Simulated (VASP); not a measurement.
# Hf (P6_3/mmc) in VASP: a series of runs, part 2 of 2

VASP 6.6.1.

### Step 3. Single point, PBEsol

This run uses another cell than the first one, of 24.20 Å³/atom.

Contents of INCAR:

```
ALGO = Fast ; EDIFF = 1E-6
ENCUT = 520 ; GGA = PS
ISIF = 2 ; ISMEAR = 0
LASPH = T ; LCHARG = T
LELF = T ; LREAL = F
LVHAR = T ; LWAVE = F
NBANDS = 17 ; NELM = 60
PREC = Accurate ; SIGMA = 0.15
```

Contents of KPOINTS:

```
k-points
0
Gamma
  18 18 10
```

Contents of POSCAR:

```
Hf
1.0
    3.1602689342      0.0000000000      0.0000000000
   -1.5801344671      2.7368731798      0.0000000000
    0.0000000000      0.0000000000      5.5958000000
Hf
2
Direct
    0.3333333333      0.6666666667      0.2500000000
    0.6666666667      0.3333333333      0.7500000000
```

Potentials or basis: VASP PAW PBE potentials, release 64 (Hf_pv).

Started as:

```bash
cat potpaw_PBE.64/Hf_pv/POTCAR > POTCAR
mpirun -np 1 vasp_std > vasp.out
```

OUTCAR:

```text
EDIFF = 1E-6
   ENCUT = 520
   GGA = PS
   ISIF = 2
   ISMEAR = 0
   LASPH = T
   LREAL = F
   NELM = 60
   PREC = Accurate

 ion  position               nearest neighbor table
   1  0.333  0.667  0.250-   2 3.34   2 3.34   2 3.34   2 3.34   2 3.34   2 3.34
   2  0.667  0.333  0.750-   1 3.34   1 3.34   1 3.34   1 3.34   1 3.34   1 3.34

  LATTYP: Found a hexagonal cell.
 ALAT       =     3.1602689342
 C/A-ratio  =     1.7706720904

  Lattice vectors:

 A1 = (   3.1602689342,   0.0000000000,   0.0000000000)
 A2 = (  -1.5801344671,   2.7368731798,   0.0000000000)
 A3 = (   0.0000000000,   0.0000000000,   5.5958000000)

Analysis of symmetry for initial positions (statically):
=====================================================================
 Subroutine PRICEL returns:
 Original cell was already a primitive cell.

 Routine SETGRP: Setting up the symmetry group for a
 hexagonal supercell.

 Subroutine GETGRP returns: Found 24 space group operations
 (whereof 12 operations were pure point group operations)
 out of a pool of 24 trial point group operations.

The static configuration has the point symmetry D_3d.
 The point group associated with its full space group is D_6h.

Analysis of symmetry for dynamics (positions and initial velocities):
=====================================================================
 Subroutine PRICEL returns:
 Original cell was already a primitive cell.

 Routine SETGRP: Setting up the symmetry group for a
 hexagonal supercell.

 Subroutine GETGRP returns: Found 24 space group operations
 (whereof 12 operations were pure point group operations)
 out of a pool of 24 trial point group operations.

The dynamic configuration has the point symmetry D_3d.
 The point group associated with its full space group is D_6h.

 Subroutine INISYM returns: Found 24 space group operations
 (whereof 12 operations are pure point group operations),
 and found     1 'primitive' translations

----------------------------------------------------------------------------------------

                                     Primitive cell

  volume of cell :      48.3995

  direct lattice vectors                    reciprocal lattice vectors
     3.160268934  0.000000000  0.000000000     0.316428766  0.182690233  0.000000000
    -1.580134467  2.736873180  0.000000000     0.000000000  0.365380467  0.000000000
     0.000000000  0.000000000  5.595800000     0.000000000  0.000000000  0.178705458

  length of vectors
     3.160268934  3.160268934  5.595800000     0.365380467  0.365380467  0.178705458

  position of ions in fractional coordinates (direct lattice)
     0.333333333  0.666666667  0.250000000
     0.666666667  0.333333333  0.750000000

  ion indices of the primitive-cell ions
   primitive index   ion index
                 1           1
                 2           2

----------------------------------------------------------------------------------------

 KPOINTS: k-points

Automatic generation of k-mesh.
 Grid dimensions read from file:
 generate k-points for:   18   18   10

 Generating k-lattice:

  Cartesian coordinates                     Fractional coordinates (reciprocal lattice)
     0.017579376  0.010149457  0.000000000     0.055555556 -0.000000000  0.000000000
     0.000000000  0.020298915  0.000000000     0.000000000  0.055555556  0.000000000
     0.000000000  0.000000000  0.017870546     0.000000000  0.000000000  0.100000000

  Length of vectors
     0.020298915  0.020298915  0.017870546

  Shift w.r.t. Gamma in fractional coordinates (k-lattice)
     0.000000000  0.000000000  0.000000000

 Subroutine IBZKPT returns following result:
 ===========================================

 Found    222 irreducible k-points:

 Following reciprocal coordinates:
            Coordinates               Weight
  0.000000  0.000000  0.000000      1.000000
  0.055556  0.000000  0.000000      6.000000
  0.111111  0.000000  0.000000      6.000000
  0.166667  0.000000  0.000000      6.000000
  0.222222 -0.000000  0.000000      6.000000
  0.277778 -0.000000  0.000000      6.000000
[... 16 lines left out ...]
  0.333333  0.111111  0.000000     12.000000
  0.388889  0.111111  0.000000     12.000000
 [... further k-points ...]
   k-points           NKPTS =    222   k-points in BZ     NKDIM =    222   number of bands    NBANDS=     17
   number of dos      NEDOS =    301   number of ions     NIONS =      2
   total plane-waves  NPLWV =  24192
   dimension x,y,z NGX =    24 NGY =   24 NGZ =   42
   dimension x,y,z NGXF=    48 NGYF=   48 NGZF=   84
   ions per type =               2
   NGX,Y,Z   is equivalent  to a cutoff of  12.63, 12.63, 12.48 a.u.
   NGXF,Y,Z  is equivalent  to a cutoff of  25.25, 25.25, 24.96 a.u.
 SYSTEM =  unknown system
   PREC   = accura    normal or accurate (medium, high low for compatibility)
   ISTART =      0    job   : 0-new  1-cont  2-samecut
   ICHARG =      2    charge: 1-file 2-atom 10-const
   ISPIN  =      1    spin polarized calculation?
   LNONCOLLINEAR =      F non collinear calculations
   LSORBIT =      F    spin-orbit coupling
   LASPH  =      T    aspherical Exc in radial PAW
   ENCUT  =  520.0 eV  38.22 Ry    6.18 a.u.   5.88  5.88 10.40*2*pi/ulx,y,z
   NELM   =     60;   NELMIN=  2; NELMDL= -5     # of ELM steps
   EDIFF  = 0.1E-05   stopping-criterion for ELM
   LREAL  =      F    real-space projection
   EDIFFG = 0.1E-04   stopping-criterion for IOM
   NSW    =      0    number of steps for IOM
   IBRION =     -1    ionic relax: 0-MD 1-quasi-New 2-CG
   NFREE  =      0    steps in history (QN), initial steepest desc. (CG)
   ISIF   =      2    stress and relaxation
   ISYM   =      2    0-nonsym 1-usesym 2-fastsym
   POTIM  = 0.5000    time-step for ionic-motion
   TEBEG  =    0.0;   TEEND  =   0.0 temperature during run
   PSTRESS=    0.0 pullay stress
   NELECT =      20.0000    total number of electrons
   NUPDOWN=      -1.0000    fix difference up-down
   EMIN   =  10.00;   EMAX   =-10.00  energy-range for DOS
   EFERMI =   0.00;   METHOD = LEGACY
   ISMEAR =     0;   SIGMA  =   0.15  broadening in eV -4-tet -1-fermi 0-gaus
   EFERMI_NEDOS =   21; number of points for ismear=-14 and -15
   IALGO  =     68    algorithm
   IMIX   =      4    mixing-type and parameters
     AMIX     =   0.40;   BMIX     =  1.00
     AMIX_MAG =   1.60;   BMIX_MAG =  1.00
  volume/ion in A,a.u.               =      24.20       163.31
  Fermi-wavevector in a.u.,A,eV,Ry     =   1.219377  2.304288 20.230222  1.486879
  Thomas-Fermi vector in A             =   2.354631
   LORBIT       =      0    0 simple, 1 ext, 2 COOP (PROOUT), +10 PAW based schemes
   GGA     = PS    functional components
   LHFCALC =     F    Hartree Fock is set to
   AEXX    =    0.0000 exact exchange contribution
   IVDW    =     0    specifies the selected vdW correction
   LEPSILON=     F    determine dielectric tensor
   LRPA    =     F    only Hartree local field effects (RPA)
 non-spin polarized calculation
 RMM-DIIS sequential band-by-band and
 Gauss-broadening in eV      SIGMA  =   0.15
  energy-cutoff  :      520.00
  volume of cell :       48.40
 maximum number of plane-waves:      1324
 NGX is ok and might be reduce to    24
   NGX = 11   NGY = 11   NGZ = 21

 number of electron      19.9999998 magnetization

 Free energy of the ion-electron system (eV)
  ---------------------------------------------------
  ext. energy  EPLUGINS =         0.00000000
  ---------------------------------------------------
  free energy    TOTEN  =       -20.68694570 eV

  energy without entropy =      -20.66465438  energy(sigma->0) =      -20.67580004

 E-fermi :   4.2006     XC(G=0): -11.0297

 val. band max:        4.1954280003   @ k =   0.2778   0.2222   0.4000
 cond. band min:       4.2116989877   @ k =   0.3889   0.1667   0.4000
 fundamental gap:      0.0162709873
 Fermi energy:         4.2006390720

 k-point     1 :       0.0000    0.0000    0.0000
  band No.  band energies     occupation
      1     -26.7656      2.00000
      2     -26.2659      2.00000
      3     -26.1748      2.00000
      4     -26.1748      2.00000
      5     -26.1224      2.00000
      6     -26.1224      2.00000
[... 9 lines left out ...]
     16       7.5069      0.00000
     17       9.3066      0.00000
[... 441 lines left out ...]
 k-point    24 :       0.3889    0.1111    0.0000
  band No.  band energies     occupation
      1     -26.7578      2.00000
      2     -26.6920      2.00000
      3     -26.5091      2.00000
      4     -26.3786      2.00000
      5     -26.3475      2.00000
      6     -26.2912      2.00000
[... 9 lines left out ...]
     16       9.4544      0.00000
     17      10.9140      0.00000

 [... further k-points ...]
[... 5 lines left out ...]
  --------------------------------------------------------------------------------------
  -------------------------------------------------------------------------------------
  Total       -2.1943515     -2.1943515     -5.3432764      0.0000000     -0.0000000      0.0000000
  in kB      -72.6400056    -72.6400056   -176.8794258      0.0000000     -0.0000000      0.0000000
  external PRESSURE =    -107.3864790 kB  Pullay stress =       0.0000000 kB

 VOLUME and BASIS-vectors are now :
 -----------------------------------------------------------------------------
  energy-cutoff  :      520.00
  volume of cell :       48.40
      direct lattice vectors                 reciprocal lattice vectors
     3.160268934  0.000000000  0.000000000     0.316428766  0.182690233  0.000000000
    -1.580134467  2.736873180  0.000000000     0.000000000  0.365380467  0.000000000
     0.000000000  0.000000000  5.595800000     0.000000000  0.000000000  0.178705458

 POSITION                                       TOTAL-FORCE (eV/Angst)
 -----------------------------------------------------------------------------------
     -0.00000      1.82458      1.39895         0.000000      0.000000      0.000000
      1.58013      0.91229      4.19685        -0.000000      0.000000      0.000000
 -----------------------------------------------------------------------------------
    total drift:                               -0.000000      0.000000     -0.000000

  FREE ENERGIE OF THE ION-ELECTRON SYSTEM (eV)
  ---------------------------------------------------
  free  energy   TOTEN  =       -20.6869457008 eV

  energy  without entropy=      -20.6646543796  energy(sigma->0) =      -20.67580004
```

OSZICAR:

```text
N       E                     dE             d eps       ncg     rms          rms(c)
DAV:   1     0.480755577042E+02    0.48076E+02   -0.11377E+04  7564   0.111E+03
DAV:   2    -0.195890212384E+02   -0.67665E+02   -0.66152E+02  9702   0.245E+02
DAV:   3    -0.215249262508E+02   -0.19359E+01   -0.19119E+01 10032   0.272E+01
DAV:   4    -0.215426652879E+02   -0.17739E-01   -0.17725E-01  9415   0.313E+00
DAV:   5    -0.215428698289E+02   -0.20454E-03   -0.20449E-03 10253   0.296E-01    0.597E+01
RMM:   6    -0.209033810420E+02    0.63949E+00   -0.53742E-01  7594   0.421E+00    0.357E+01
RMM:   7    -0.206981531638E+02    0.20523E+00   -0.12683E+00  8863   0.641E+00    0.207E+00
RMM:   8    -0.206853263947E+02    0.12827E-01   -0.11696E-01  8260   0.225E+00    0.349E-01
RMM:   9    -0.206868314344E+02   -0.15050E-02   -0.19541E-02 10933   0.825E-01    0.647E-01
RMM:  10    -0.206871960218E+02   -0.36459E-03   -0.24461E-03 10475   0.324E-01    0.144E+00
RMM:  11    -0.206869664173E+02    0.22960E-03   -0.35243E-04  9164   0.132E-01    0.134E-01
RMM:  12    -0.206869456128E+02    0.20805E-04   -0.94560E-05  9592   0.579E-02    0.112E-01
RMM:  13    -0.206869483411E+02   -0.27284E-05   -0.14143E-05  9723   0.203E-02    0.781E-02
RMM:  14    -0.206869455231E+02    0.28180E-05   -0.14302E-05  8903   0.238E-02    0.154E-02
RMM:  15    -0.206869457008E+02   -0.17775E-06   -0.23621E-06  7230   0.109E-02
   1 F= -.20686946E+02 E0= -.20675800E+02  d E =-.222913E-01
```

stdout:

```text
POSCAR found type information on POSCAR Hf
 POSCAR found :  1 types and       2 ions
 scaLAPACK will be used
 -----------------------------------------------------------------------------
|                                                                             |
|                                                                             |
|     You enforced a specific xc type in the INCAR file but a different       |
|     I HOPE YOU KNOW WHAT YOU ARE DOING!                                     |
|                                                                             |
 -----------------------------------------------------------------------------

 LDA part: xc-table for (Slater+PW92), standard interpolation
 POSCAR, INCAR and KPOINTS ok, starting setup
 FFT: planning ... GRIDC
 FFT: planning ... GRID_SOFT
 FFT: planning ... GRID
 WAVECAR not read
 entering main loop
```

It took 2.2 min on 1 thread of AMD EPYC 9R45 (Zen 5), shared host; peak memory 0.24 GiB.

What came out:

```
Free energy            : -20.6869 eV
Pressure               : -10.7 GPa
Band gap on the k mesh : zero (bands 10 and 11 overlap by 0.80 eV)
```

Caveat: the cell stands under tension; the PAW data sets were made with another functional, which shifts forces and pressure a little; spin-orbit coupling is left out, which moves the levels of the heavy elements.

### Step 4. Single point, PBEsol

This run uses another cell than the first one, of 25.25 Å³/atom.

Contents of INCAR:

```
PREC = Accurate ; ENCUT = 520
EDIFF = 1E-6 ; ISMEAR = 0
SIGMA = 0.15 ; LREAL = False
LASPH = True ; NELM = 100
ALGO = Fast ; ISIF = 2
LWAVE = False ; LCHARG = False
GGA = PS ; NBANDS = 17
```

Contents of KPOINTS:

```
Automatic mesh
0
Gamma
  18 18 10
```

Contents of POSCAR:

```
Hf
1.0
    3.3183000000      0.0000000000      0.0000000000
   -1.6591500000      2.8737320974      0.0000000000
    0.0000000000      0.0000000000      5.2960000000
Hf
2
Direct
    0.3333333333      0.6666666667      0.2500000000
    0.6666666667      0.3333333333      0.7500000000
```

Started as:

```bash
cat potpaw_PBE.64/Hf_pv/POTCAR > POTCAR
mpirun -np 1 vasp_std > vasp.out
```

Run time: 3.5 min. Hardware: 1 thread of AMD EPYC 9R45 (Zen 5), shared host; peak memory 0.26 GiB.

The run converged. Its results:

```yaml
Free_energy: -20.6519 eV
Pressure: -13.9 GPa
Band_gap_on_the_k_mesh: zero (bands 10 and 11 overlap by 1.60 eV)
```

Stress tensor (GPa, compression positive):
```
-13.47   0.00   0.00
  0.00 -13.47   0.00
  0.00   0.00 -14.77
```

Levels at points of the mesh, in eV from the Fermi level:
| k point | band 8 | band 9 | band 10 | band 11 | band 12 | band 13 |
| --- | --- | --- | --- | --- | --- | --- |
| (0.00, 0.00, 0.00) | -3.40 | 0.26 | 1.13 | 1.13 | 1.27 | 1.80 |
| (0.50, 0.00, 0.00) | -2.36 | -1.89 | -0.89 | 0.69 | 0.83 | 1.41 |
| (0.00, 0.00, 0.50) | -5.21 | 0.13 | 0.13 | 1.05 | 1.05 | 1.05 |
| (0.50, 0.00, 0.50) | -3.05 | -0.83 | -0.83 | 0.87 | 0.87 | 2.40 |

Caveat: the cell stands under tension; the PAW data sets were made with another functional, which shifts forces and pressure a little; spin-orbit coupling is left out, which moves the levels of the heavy elements.

### Step 5. Single point, PBEsol

This run uses another cell than the first one, of 25.43 Å³/atom.

Contents of INCAR:

```
  PREC = Accurate
  ENCUT = 520
  EDIFF = 1E-7
  ISMEAR = 0
  SIGMA = 0.15
  LREAL = False
  LASPH = True
  NELM = 60
  ALGO = Fast
  ISIF = 2
  LWAVE = False
  LCHARG = False
  GGA = PS
  NBANDS = 17
```

Contents of KPOINTS:

```
regular mesh
0
Gamma
  18 18 10
```

Contents of POSCAR:

```
Hf
1.0
    3.2393000000      0.0000000000      0.0000000000
   -1.6196500000      2.8053160905      0.0000000000
    0.0000000000      0.0000000000      5.5958000000
Hf
2
Direct
    0.3333333333      0.6666666667      0.2500000000
    0.6666666667      0.3333333333      0.7500000000
```

Started as:

```bash
cat potpaw_PBE.64/Hf_pv/POTCAR > POTCAR
mpirun -np 1 vasp_std > vasp.out
```

Wall time 2.2 min (1 thread of AMD EPYC 9R45 (Zen 5), shared host); peak memory 0.25 GiB.

The run converged. Its results:

```yaml
Free_energy: -20.5422 eV
Pressure: -14.2 GPa
Band_gap_on_the_k_mesh: zero (bands 10 and 11 overlap by 1.01 eV)
```

Stress tensor (GPa, compression positive):
```
-11.53   0.00   0.00
  0.00 -11.53   0.00
  0.00   0.00 -19.47
```

Levels at points of the mesh, in eV from the Fermi level:
```csv
k point,band 7,band 8,band 9,band 10,band 11,band 12,band 13,band 14
"(0.00, 0.00, 0.00)",-6.92,-3.65,-0.27,0.63,1.27,1.27,1.77,1.77
"(0.50, 0.00, 0.00)",-3.02,-2.38,-1.93,-0.59,0.38,1.03,1.32,5.23
"(0.00, 0.00, 0.50)",-5.39,-5.39,-0.21,-0.21,1.29,1.29,1.29,1.29
"(0.50, 0.00, 0.50)",-3.00,-3.00,-0.98,-0.98,0.93,0.93,2.71,2.71
```

Caveat: the cell stands under tension; the PAW data sets were made with another functional, which shifts forces and pressure a little; spin-orbit coupling is left out, which moves the levels of the heavy elements.

### Step 6. Single point, PBEsol

This run uses another cell than the first one, of 26.68 Å³/atom.

Contents of INCAR:

```
SYSTEM = Hf
  PREC = Accurate
  ENCUT = 520
  EDIFF = 1E-6
  ISMEAR = 0
  SIGMA = 0.15
  LREAL = .False.
  LASPH = .True.
  NELM = 100
  ALGO = Fast
  ISIF = 2
  LWAVE = .False.
  LCHARG = .False.
  GGA = PS
  NBANDS = 17
```

Contents of KPOINTS:

```
regular mesh
0
Gamma
  18 18 10
  0 0 0
```

Contents of POSCAR:

```
Hf
1.0
    3.3183000000      0.0000000000      0.0000000000
   -1.6591500000      2.8737320974      0.0000000000
    0.0000000000      0.0000000000      5.5958000000
Hf
2
Direct
    0.3333333333      0.6666666667      0.2500000000
    0.6666666667      0.3333333333      0.7500000000
```

Potentials or basis: VASP PAW PBE potentials, release 64 (Hf_pv).

Started as:

```bash
cat potpaw_PBE.64/Hf_pv/POTCAR > POTCAR
mpirun -np 1 vasp_std > vasp.out
```

It took 2.6 min on 1 thread of AMD EPYC 9R45 (Zen 5), shared host; peak memory 0.27 GiB.

It converged, with:

```yaml
Free_energy: -20.3335 eV
Pressure: -16.9 GPa
Band_gap_on_the_k_mesh: zero (bands 10 and 11 overlap by 1.22 eV)
```

Stress tensor (GPa, compression positive):
```
-15.02   0.00   0.00
  0.00 -15.02   0.00
  0.00   0.00 -20.63
```

Levels at points of the mesh, in eV from the Fermi level:
| k point | band 8 | band 9 | band 10 | band 11 | band 12 | band 13 |
| --- | --- | --- | --- | --- | --- | --- |
| (0.00, 0.00, 0.00) | -3.46 | -0.21 | 0.80 | 1.19 | 1.19 | 1.70 |
| (0.50, 0.00, 0.00) | -2.24 | -1.79 | -0.73 | 0.43 | 1.06 | 1.13 |
| (0.00, 0.00, 0.50) | -5.24 | -0.09 | -0.09 | 1.18 | 1.18 | 1.18 |
| (0.50, 0.00, 0.50) | -2.89 | -0.88 | -0.88 | 0.79 | 0.79 | 2.48 |

Caveat: the cell stands under tension; the PAW data sets were made with another functional, which shifts forces and pressure a little; spin-orbit coupling is left out, which moves the levels of the heavy elements.

### Step 7. Summary

```csv
cell,further INCAR settings,gap on the mesh (eV),pressure (GPa)
"a = 3.239, b = 3.239, c = 5.296 Å, angles 90.0, 90.0, 120.0°, 2 atoms",ALGO = Fast; EDIFF = 1e-06; NBANDS = 17,none,-10.5
"a = 3.160, b = 3.160, c = 5.596 Å, angles 90.0, 90.0, 120.0°, 2 atoms",ALGO = Fast; EDIFF = 1e-06; NBANDS = 17,none,-10.7
"a = 3.318, b = 3.318, c = 5.296 Å, angles 90.0, 90.0, 120.0°, 2 atoms",ALGO = Fast; EDIFF = 1e-06; NBANDS = 17,none,-13.9
"a = 3.239, b = 3.239, c = 5.596 Å, angles 90.0, 90.0, 120.0°, 2 atoms",ALGO = Fast; EDIFF = 1e-07; NBANDS = 17,none,-14.2
"a = 3.318, b = 3.318, c = 5.596 Å, angles 90.0, 90.0, 120.0°, 2 atoms",ALGO = Fast; EDIFF = 1e-06; NBANDS = 17,none,-16.9
```

Alike in all rows: task single point; level PBEsol; potentials or basis VASP PAW PBE potentials, release 64 (Hf_pv); no spin polarisation; k mesh 18 × 18 × 10; cutoff (eV) 520; smearing gaussian 0.15 eV.

Caveats: the cell stands under tension; the PAW data sets were made with another functional, which shifts forces and pressure a little; spin-orbit coupling is left out, which moves the levels of the heavy elements.

Absolute energies hang on the potentials; compare differences alone.
